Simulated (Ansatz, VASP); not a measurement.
One calculation of Os, two programs

```
Os
1.0
    -1.52386    1.52386    1.52386
     1.52386   -1.52386    1.52386
     1.52386    1.52386   -1.52386
Os
1
Direct
  0.00000 0.00000 0.00000
```

Alike in both runs: task single point; functional LDA; k mesh 16 × 16 × 16; occupations fermi-dirac, width 0.1 eV; no spin polarisation.

|  | VASP | Ansatz |
| --- | --- | --- |
| version | VASP 6.6.1 | Ansatz 0.2.0 |
| potentials or method | VASP PAW LDA potentials, release 64 (Os), cutoff 520 eV | plane waves (420 eV) with PAW, scalar-relativistic |
| valence electrons in the cell | 8 | 16 |

VASP gave:

```
pressure (GPa) : 1.1
```

Question: Which values does Ansatz return?

Answer: Pressure (GPa): 0.1.

Ansatz warns that its potentials were made for another functional, while VASP's fit it. LDA's correlation is that of Perdew and Zunger in VASP and of Perdew and Wang (1992) in Ansatz. VASP's potentials hold 8 valence electrons a cell and Ansatz's 16, so a difference there can come from the potentials and not from the codes.

Neither program's run includes spin-orbit coupling.
